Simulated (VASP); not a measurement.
A run of VASP 6.6.1:

The input INCAR:

```
SYSTEM = Cs
PREC     = Accurate       ! precision mode
ENCUT    = 520            ! plane-wave cutoff, eV
EDIFF    = 1E-6           ! SCF threshold, eV
ISMEAR   = -1             ! smearing method
SIGMA    = 0.08           ! smearing width, eV
LREAL    = .False.        ! projectors in reciprocal space
LASPH    = .True.         ! aspherical terms in the spheres
NELM     = 60             ! most SCF steps
ALGO     = Normal         ! electronic algorithm
ISIF     = 2              ! what is computed and relaxed
LWAVE    = .False.        ! write WAVECAR
LCHARG   = .False.        ! write CHGCAR
GGA      = PS             ! functional
NBANDS   = 10             ! bands
```

KPOINTS

```
Automatic mesh
0
Gamma
  8 8 8
  0.5 0.5 0.5
```

File POSCAR:

```
Cs
1.0
    3.9070641200      0.0000000000      0.0000000000
    0.0000000000      3.9070641200      0.0000000000
    0.0000000000      0.0000000000      3.9070641200
Cs
1
Direct
    0.0000000000      0.0000000000      0.0000000000
```

Potentials or basis: VASP PAW PBE potentials, release 64 (Cs_sv).

Command:

```sh
$ cat potpaw_PBE.64/Cs_sv/POTCAR > POTCAR
$ mpirun -np 1 vasp_std > vasp.out
```

Hardware: 1 thread of Intel Xeon 6975P-C, on a shared host.

Problem. How long does it take, and how much memory?

Solution. Wall time 14 s on 1 thread of Intel Xeon 6975P-C, with other jobs on the host, peak memory 0.16 GiB. Counts: scf iterations 9, k points 20.
